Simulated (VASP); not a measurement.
Write the native input for VASP 6.6.1 that does the following.

```yaml
Task: single point
Functional: LDA
Potentials_or_basis: VASP PAW LDA potentials, release 64 (Al)
Cutoff: 520 eV
k_mesh: 5 × 4 × 1
Occupations: gaussian, width 0.1 eV
Spin: no spin polarisation
Dipole_correction: yes
Further_INCAR_settings: LREAL = Auto; ALGO = Normal; EDIFF = 1e-06; NBANDS = 40
```

The structure of Al lies in POSCAR:

```
Al
1.0
    5.6343731020      0.0000000000      0.0000000000
    0.0000000000      7.9682068563      0.0000000000
    0.0000000000      0.0000000000     19.6723116275
Al
17
Direct
    0.2500000000      0.2500000000      0.2033314679
    0.2500000000      0.7500000000      0.2033314679
    0.7500000000      0.2500000000      0.2033314679
    0.7500000000      0.7500000000      0.2033314679
    0.0000000000      0.0000000000      0.2749343025
    0.0000000000      0.5000000000      0.2749343025
    0.5000000000      0.0000000000      0.2749343025
    0.5000000000      0.5000000000      0.2749343025
    0.2500000000      0.2500000000      0.3484027381
    0.2500000000      0.7500000000      0.3484027381
    0.7500000000      0.2500000000      0.3484027381
    0.7500000000      0.7500000000      0.3484027381
    0.0000000000      0.0000000000      0.4154220298
    0.0000000000      0.5000000000      0.4154220298
    0.5000000000      0.0000000000      0.4154220298
    0.5000000000      0.5000000000      0.4154220298
    0.2500000000      0.0000000000      0.5295866884
```

The input as run:

INCAR

```
PREC = Accurate
ENCUT = 520
EDIFF = 1E-6
ISMEAR = 0
SIGMA = 0.1
LREAL = Auto
LASPH = T
NELM = 80
ALGO = Normal
ISIF = 2
LWAVE = F
LCHARG = T
LDIPOL = T
IDIPOL = 3
DIPOL = 0.5 0.5 0.323
GGA = CA
LELF = T
LVHAR = T
LVACPOTAV = T
NBANDS = 40
```

KPOINTS

```
regular mesh
0
Gamma
  5 4 1
```

Potentials or basis: VASP PAW LDA potentials, release 64 (Al).

Launch:

```bash
$ cat potpaw_LDA.64/Al/POTCAR > POTCAR
$ mpirun -np 1 vasp_std > vasp.out
```

It gave:

```
Largest force          : 0.362 eV/Å
Band gap on the k mesh : zero (an odd number of electrons rules out a gap without spin polarisation)
```

Wall time 16 min on 1 thread of Intel(R) Xeon(R) Platinum 8259CL CPU @ 2.50GHz (Skylake/Cascade Lake) (shared host), peak memory 0.63 GiB.
